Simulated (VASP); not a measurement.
# Lu (Fd-3m) in VASP: further runs

Lu is run at these levels: r2SCAN; tasks: single point.

Everything below comes from runs of VASP 6.6.1. Logs are shortened: lines on timing, memory, paths and dates and some standing lists are left out, and cuts for length are marked.

### 1 The cell of the first run

The structure is cubic, space group Fd-3m (No. 227). Conventional cell: a = 7.363 Å, b = 7.363 Å, c = 7.363 Å, α = 90.00°, β = 90.00°, γ = 90.00°. Lu (site symmetry -43m) has 4 Lu at 3.19 Å within 4.2 Å.

### 2 Single point, r2SCAN

POSCAR reads:

```
Lu
1.0
    0.0000000000      3.6816063946      3.6816063946
    3.6816063946      0.0000000000      3.6816063946
    3.6816063946      3.6816063946      0.0000000000
Lu
2
Direct
    0.0000000000      0.0000000000      0.0000000000
    0.2500000000      0.2500000000      0.2500000000
```

INCAR.step1 reads:

```
SYSTEM = Lu
PREC = Accurate
ENCUT = 520
ISMEAR = 1
SIGMA = 0.1
LREAL = .False.
LASPH = .True.
NELM = 80
NBANDS = 32
GGA = PE
ALGO = Normal
EDIFF = 1E-4
LWAVE = .True.
LCHARG = .False.
```

INCAR.step2 reads:

```
SYSTEM = Lu
PREC = Accurate
ENCUT = 520
EDIFF = 1E-6
ISMEAR = 1
SIGMA = 0.1
LREAL = .False.
LASPH = .True.
NELM = 80
ALGO = Normal
ISIF = 2
LWAVE = .False.
LCHARG = .False.
METAGGA = R2SCAN
LMIXTAU = .True.
NBANDS = 32
ISTART = 1
```

KPOINTS reads:

```
regular mesh
0
Gamma
  5 5 5
  0 0 0
```

Potentials or basis: VASP PAW PBE potentials, release 64 (Lu).

On the command line:

```bash
> cat potpaw_PBE.64/Lu/POTCAR > POTCAR
> cp INCAR.step1 INCAR
> mpirun -np 1 vasp_std > vasp.out
> cp INCAR.step2 INCAR
> mpirun -np 1 vasp_std > vasp.out
```

OUTCAR:

```text
SYSTEM = Lu
   PREC = Accurate
   ENCUT = 520
   EDIFF = 1E-6
   ISMEAR = 1
   LREAL = .False.
   LASPH = .True.
   NELM = 80
   ISIF = 2
   METAGGA = R2SCAN
   ISTART = 1

 ion  position               nearest neighbor table
   1  0.000  0.000  0.000-   2 3.19   2 3.19   2 3.19   2 3.19
   2  0.250  0.250  0.250-   1 3.19   1 3.19   1 3.19   1 3.19

  LATTYP: Found a face centered cubic cell.
 ALAT       =     7.3632127892

  Lattice vectors:

 A1 = (   0.0000000000,   3.6816063946,   3.6816063946)
 A2 = (   3.6816063946,   0.0000000000,   3.6816063946)
 A3 = (   3.6816063946,   3.6816063946,   0.0000000000)

Analysis of symmetry for initial positions (statically):
=====================================================================
 Subroutine PRICEL returns:
 Original cell was already a primitive cell.

 Routine SETGRP: Setting up the symmetry group for a
 face centered cubic supercell.

 Subroutine GETGRP returns: Found 48 space group operations
 (whereof 24 operations were pure point group operations)
 out of a pool of 48 trial point group operations.

The static configuration has the point symmetry T_d .
 The point group associated with its full space group is O_h .

Analysis of symmetry for dynamics (positions and initial velocities):
=====================================================================
 Subroutine PRICEL returns:
 Original cell was already a primitive cell.

 Routine SETGRP: Setting up the symmetry group for a
 face centered cubic supercell.

 Subroutine GETGRP returns: Found 48 space group operations
 (whereof 24 operations were pure point group operations)
 out of a pool of 48 trial point group operations.

The dynamic configuration has the point symmetry T_d .
 The point group associated with its full space group is O_h .

 Subroutine INISYM returns: Found 48 space group operations
 (whereof 24 operations are pure point group operations),
 and found     1 'primitive' translations

----------------------------------------------------------------------------------------

                                     Primitive cell

  volume of cell :      99.8026

  direct lattice vectors                    reciprocal lattice vectors
     0.000000000  3.681606395  3.681606395    -0.135810281  0.135810281  0.135810281
     3.681606395  0.000000000  3.681606395     0.135810281 -0.135810281  0.135810281
[... 59 lines left out ...]
   NGXF,Y,Z  is equivalent  to a cutoff of  25.54, 25.54, 25.54 a.u.
 SYSTEM =  Lu
   PREC   = accura    normal or accurate (medium, high low for compatibility)
   ISTART =      1    job   : 0-new  1-cont  2-samecut
   ICHARG =      0    charge: 1-file 2-atom 10-const
   ISPIN  =      1    spin polarized calculation?
   LNONCOLLINEAR =      F non collinear calculations
   LSORBIT =      F    spin-orbit coupling
   LASPH  =      T    aspherical Exc in radial PAW
   ENCUT  =  520.0 eV  38.22 Ry    6.18 a.u.   9.68  9.68  9.68*2*pi/ulx,y,z
   NELM   =     80;   NELMIN=  2; NELMDL=  0     # of ELM steps
   EDIFF  = 0.1E-05   stopping-criterion for ELM
   LREAL  =      F    real-space projection
[... 7 lines left out ...]
   TEBEG  =    0.0;   TEEND  =   0.0 temperature during run
   PSTRESS=    0.0 pullay stress
   NELECT =      50.0000    total number of electrons
   NUPDOWN=      -1.0000    fix difference up-down
   EMIN   =  10.00;   EMAX   =-10.00  energy-range for DOS
   EFERMI =   0.00;   METHOD = LEGACY
   ISMEAR =     1;   SIGMA  =   0.10  broadening in eV -4-tet -1-fermi 0-gaus
   EFERMI_NEDOS =   21; number of points for ismear=-14 and -15
   IALGO  =     38    algorithm
   IMIX   =      4    mixing-type and parameters
     AMIX     =   0.40;   BMIX     =  1.00
     AMIX_MAG =   1.60;   BMIX_MAG =  1.00
  volume/ion in A,a.u.               =      49.90       336.75
  Fermi-wavevector in a.u.,A,eV,Ry     =   1.300222  2.457063 23.001697  1.690577
  Thomas-Fermi vector in A             =   2.431435
   LORBIT       =      0    0 simple, 1 ext, 2 COOP (PROOUT), +10 PAW based schemes
   METAGGA = R2SCAN    functional components
   LHFCALC =     F    Hartree Fock is set to
   AEXX    =    0.0000 exact exchange contribution
   IVDW    =     0    specifies the selected vdW correction
   LEPSILON=     F    determine dielectric tensor
   LRPA    =     F    only Hartree local field effects (RPA)
 non-spin polarized calculation
 Methfessel and Paxton  Order N= 1 SIGMA  =   0.10
  energy-cutoff  :      520.00
  volume of cell :       99.80
 maximum number of plane-waves:      2733
   NGX = 19   NGY = 19   NGZ = 19

 number of electron      49.9999991 magnetization

 Free energy of the ion-electron system (eV)
  ---------------------------------------------------
  ext. energy  EPLUGINS =         0.00000000
  ---------------------------------------------------
  free energy    TOTEN  =       -71.66824676 eV

  energy without entropy =      -71.66557127  energy(sigma->0) =      -71.66735493

 E-fermi :   0.0857     XC(G=0):  -8.8366

 val. band max:        0.0507365483   @ k =   0.4000   0.2000   0.0000
 cond. band min:       0.0944944311   @ k =  -0.2000   0.2000   0.0000
 fundamental gap:      0.0437578829
 Fermi energy:         0.0857202821

 k-point     1 :       0.0000    0.0000    0.0000
  band No.  band energies     occupation
      1     -59.0323      2.00000
      2     -58.9724      2.00000
      3     -29.1230      2.00000
      4     -29.1229      2.00000
      5     -29.1229      2.00000
      6     -28.8343      2.00000
[... 339 lines left out ...]
     31       3.1736      0.00000
     32       3.2875      0.00000

------------------------ aborting loop because EDIFF is reached ----------------------------------------

  FORCE on cell =-STRESS in cart. coord.  units (eV):
  Direction    XX          YY          ZZ          XY          YZ          ZX
  --------------------------------------------------------------------------------------
  -------------------------------------------------------------------------------------
  Total        0.0175108      0.0175108      0.0175108      0.0000000      0.0000000      0.0000000
  in kB        0.2811085      0.2811085      0.2811085      0.0000000      0.0000000      0.0000000
  external PRESSURE =       0.2811085 kB  Pullay stress =       0.0000000 kB

 VOLUME and BASIS-vectors are now :
 -----------------------------------------------------------------------------
  energy-cutoff  :      520.00
  volume of cell :       99.80
      direct lattice vectors                 reciprocal lattice vectors
     0.000000000  3.681606395  3.681606395    -0.135810281  0.135810281  0.135810281
     3.681606395  0.000000000  3.681606395     0.135810281 -0.135810281  0.135810281
     3.681606395  3.681606395  0.000000000     0.135810281  0.135810281 -0.135810281

 POSITION                                       TOTAL-FORCE (eV/Angst)
 -----------------------------------------------------------------------------------
      0.00000      0.00000      0.00000        -0.000000     -0.000000     -0.000000
      1.84080      1.84080      1.84080         0.000000      0.000000      0.000000
 -----------------------------------------------------------------------------------
    total drift:                               -0.000000     -0.000000      0.000000

  FREE ENERGIE OF THE ION-ELECTRON SYSTEM (eV)
  ---------------------------------------------------
  free  energy   TOTEN  =       -71.6682467618 eV

  energy  without entropy=      -71.6655712719  energy(sigma->0) =      -71.66735493
```

OUTCAR.step1:

```text
SYSTEM = Lu
   PREC = Accurate
   ENCUT = 520
   ISMEAR = 1
   LREAL = .False.
   LASPH = .True.
[... 556 lines left out ...]
      0.00000      0.00000      0.00000        -0.000000      0.000000     -0.000000
      1.84080      1.84080      1.84080         0.000000     -0.000000      0.000000
 -----------------------------------------------------------------------------------
    total drift:                               -0.000000     -0.000000      0.000000

  FREE ENERGIE OF THE ION-ELECTRON SYSTEM (eV)
  ---------------------------------------------------
  free  energy   TOTEN  =        -5.0345095439 eV

  energy  without entropy=       -5.0282078932  energy(sigma->0) =       -5.03240899
```

Run time: 1.7 min. Hardware: 1 thread of AMD EPYC 9R45 (Zen 5), shared host; peak memory 0.23 GiB.

What came out:

| Quantity | Value |
| --- | --- |
| Free energy | -71.6682 eV |
| Pressure | 0.0 GPa |
| Band gap on the k mesh | zero (band 25 reaches 0.64 eV, above the bottom of band 26 at -0.37 eV) |

Caveat: the PAW data sets were made with another functional, which shifts forces and pressure a little; spin-orbit coupling is left out, which moves the levels of the heavy elements.

### 3 Single point, r2SCAN

This run uses another cell than the first one, of 50.65 Å³/atom, 1.015 times its volume.

POSCAR reads:

```
Lu
1.0
    0.0000000000      3.6999231459      3.6999231459
    3.6999231459      0.0000000000      3.6999231459
    3.6999231459      3.6999231459      0.0000000000
Lu
2
Direct
    0.0000000000      0.0000000000      0.0000000000
    0.2500000000      0.2500000000      0.2500000000
```

INCAR.step1 reads:

```
SYSTEM = Lu
PREC     = Accurate       ! precision mode
ENCUT    = 520            ! plane-wave cutoff, eV
ISMEAR   = 1              ! smearing method
SIGMA    = 0.1            ! smearing width, eV
LREAL    = .False.        ! projectors in reciprocal space
LASPH    = .True.         ! aspherical terms in the spheres
NELM     = 100            ! most SCF steps
NBANDS   = 32             ! bands
GGA      = PE             ! functional
ALGO     = Normal         ! electronic algorithm
EDIFF    = 1E-4           ! SCF threshold, eV
LWAVE    = .True.         ! write WAVECAR
LCHARG   = .False.        ! write CHGCAR
```

INCAR.step2 reads:

```
SYSTEM = Lu
PREC     = Accurate       ! precision mode
ENCUT    = 520            ! plane-wave cutoff, eV
EDIFF    = 1E-6           ! SCF threshold, eV
ISMEAR   = 1              ! smearing method
SIGMA    = 0.1            ! smearing width, eV
LREAL    = .False.        ! projectors in reciprocal space
LASPH    = .True.         ! aspherical terms in the spheres
NELM     = 100            ! most SCF steps
ALGO     = Normal         ! electronic algorithm
ISIF     = 2              ! what is computed and relaxed
LWAVE    = .False.        ! write WAVECAR
LCHARG   = .False.        ! write CHGCAR
METAGGA  = R2SCAN         ! meta-GGA
LMIXTAU  = .True.       
NBANDS   = 32             ! bands
ISTART   = 1
```

KPOINTS is that of step 2.

Potentials or basis: VASP PAW PBE potentials, release 64 (Lu).

On the command line:

```bash
> cat potpaw_PBE.64/Lu/POTCAR > POTCAR
> cp INCAR.step1 INCAR
> mpirun -np 1 vasp_std > vasp.out
> cp INCAR.step2 INCAR
> mpirun -np 1 vasp_std > vasp.out
```

Wall time 1.9 min (1 thread of AMD EPYC 9R45 (Zen 5), shared host); peak memory 0.24 GiB.

The run converged. Its results:

```yaml
Free_energy: -71.6683 eV
Pressure: -0.2 GPa
Band_gap_on_the_k_mesh: zero (band 25 reaches 0.59 eV, above the bottom of band 26 at -0.38 eV)
```

Levels at points of the mesh, in eV from the Fermi level:
```
           k point  band 20  band 21  band 22  band 23  band 24  band 25  band 26  band 27  band 28  band 29
(0.00, 0.00, 0.00)    -6.25    -6.25    -6.25    -4.80     0.37     0.37     0.37     0.37     0.37     1.87
```

Caveat: the PAW data sets were made with another functional, which shifts forces and pressure a little; spin-orbit coupling is left out, which moves the levels of the heavy elements.

### 4 Single point, r2SCAN

This run uses another cell than the first one, of 49.46 Å³/atom, 0.991 times its volume.

POSCAR reads:

```
Lu
1.0
    0.0000000000      3.6707914770      3.6707914770
    3.6707914770      0.0000000000      3.6707914770
    3.6707914770      3.6707914770      0.0000000000
Lu
2
Direct
    0.0000000000      0.0000000000      0.0000000000
    0.2500000000      0.2500000000      0.2500000000
```

INCAR.step1 reads:

```
SYSTEM = Lu
PREC = Accurate
ENCUT = 520
ISMEAR = 1
SIGMA = 0.1
LREAL = .False.
LASPH = .True.
NELM = 100
NBANDS = 32
GGA = PE
ALGO = Normal
EDIFF = 1E-4
LWAVE = .True.
LCHARG = .False.
```

INCAR.step2 reads:

```
SYSTEM = Lu
PREC = Accurate
ENCUT = 520
EDIFF = 1E-7
ISMEAR = 1
SIGMA = 0.1
LREAL = .False.
LASPH = .True.
NELM = 100
ALGO = Normal
ISIF = 2
LWAVE = .False.
LCHARG = .False.
METAGGA = R2SCAN
LMIXTAU = .True.
NBANDS = 32
ISTART = 1
```

KPOINTS reads:

```
Automatic mesh
0
Gamma
  6 6 6
  0 0 0
```

On the command line:

```bash
> cat potpaw_PBE.64/Lu/POTCAR > POTCAR
> cp INCAR.step1 INCAR
> mpirun -np 1 vasp_std > vasp.out
> cp INCAR.step2 INCAR
> mpirun -np 1 vasp_std > vasp.out
```

Wall time 4.7 min (1 thread of Intel Xeon Platinum 8259CL at 2.50GHz (Skylake/Cascade Lake), shared host); peak memory 0.27 GiB.

It converged, with:

```
Free energy            : -71.6707 eV
Pressure               : 0.1 GPa
Band gap on the k mesh : zero (band 25 reaches 0.63 eV, above the bottom of band 26 at -0.55 eV)
```

Levels at points of the mesh, in eV from the Fermi level:
| k point | band 21 | band 22 | band 23 | band 24 | band 25 | band 26 | band 27 | band 28 |
| --- | --- | --- | --- | --- | --- | --- | --- | --- |
| (0.00, 0.00, 0.00) | -6.16 | -6.16 | -4.79 | 0.40 | 0.40 | 0.44 | 0.44 | 0.44 |
| (0.50, 0.00, 0.00) | -6.17 | -6.16 | -3.04 | -1.17 | 0.29 | 0.29 | 0.32 | 0.69 |
| (0.50, 0.50, 0.00) | -6.17 | -6.17 | -1.61 | -1.61 | -0.60 | -0.60 | 0.85 | 0.85 |

Caveat: the PAW data sets were made with another functional, which shifts forces and pressure a little; spin-orbit coupling is left out, which moves the levels of the heavy elements.

### 5 Summary

| cell | k mesh | gap on the mesh (eV) | pressure (GPa) |
| --- | --- | --- | --- |
| a = 5.207 Å, angles 60.0°, 2 atoms | 5 × 5 × 5 | none | 0.0 |
| a = 5.232 Å, angles 60.0°, 2 atoms | 5 × 5 × 5 | none | -0.2 |
| a = 5.191 Å, angles 60.0°, 2 atoms | 6 × 6 × 6 | none | 0.1 |

Alike in all rows: task single point; level r2SCAN; potentials or basis VASP PAW PBE potentials, release 64 (Lu); no spin polarisation; cutoff (eV) 520; smearing methfessel-paxton 0.1 eV.

Caveats: the PAW data sets were made with another functional, which shifts forces and pressure a little; spin-orbit coupling is left out, which moves the levels of the heavy elements.

Absolute energies hang on the potentials; compare differences alone.
